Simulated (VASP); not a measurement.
InP3: single point with PBEsol

The system is InP3.

```
CELL_PARAMETERS angstrom
3.71499 2.14485 3.01703
-3.71499 2.14485 3.01703
0.00000 -4.28970 3.01703
ATOMIC_POSITIONS crystal
In 0.27328 0.27328 0.27328
In 0.72672 0.72672 0.72672
P 0.79471 0.24119 0.79471
P 0.79471 0.79471 0.24119
P 0.24119 0.79471 0.79471
P 0.20529 0.75881 0.20529
P 0.75881 0.20529 0.20529
P 0.20529 0.20529 0.75881
```

This cell differs from its parent crystal: strain +0.000 along x and y, -0.080 along z.

```json
{"Program": "VASP 6.6.1", "Task": "single point", "Functional": "PBEsol", "Potentials or basis": "VASP PAW PBE potentials, release 64 (In_d, P)", "Cutoff": "520 eV", "k mesh": "6 × 6 × 6", "Occupations": "gaussian, width 0.15 eV", "Spin": "no spin polarisation"}
```

```json
{
 "Pressure": "7.0 GPa",
 "Largest force": "0.683 eV/Å",
 "Band gap on the k mesh": "zero (band 28 reaches 8.00 eV, above the bottom of band 29 at 7.51 eV)"
}
```

Forces in eV/Å, atoms in the order of the input:
```
In   0.000  0.000  0.246
In   0.000  0.000 -0.246
P   -0.220  0.127 -0.634
P    0.000 -0.254 -0.634
P    0.220  0.127 -0.634
P    0.220 -0.127  0.634
P   -0.220 -0.127  0.634
P    0.000  0.254  0.634
```

Stress tensor (GPa, compression positive):
```
 5.39  0.00  0.00
 0.00  5.39  0.00
 0.00  0.00 10.09
```

Levels at points of the mesh, in eV from the Fermi level:
```
           k point  band 26  band 27  band 28  band 29  band 30  band 31
(0.00, 0.00, 0.00)    -2.15    -1.09    -1.09     0.38     0.47     1.72
(0.50, 0.00, 0.00)    -2.11    -1.04    -1.00     0.08     2.44     2.48
(0.50, 0.50, 0.00)    -0.71    -0.68    -0.05     0.97     1.35     2.21
(0.50, 0.50, 0.50)    -0.08     0.09     0.09     1.18     1.78     1.78
```

Wall time 3.8 min on 1 thread of AMD EPYC 7R13, with other jobs on the host, peak memory 0.28 GiB.

Caveat: the cell differs from its parent crystal (strain +0.000 along x and y, -0.080 along z); the PAW data sets were made with another functional, which shifts forces and pressure a little; spin-orbit coupling is left out, which moves the levels of the heavy elements.
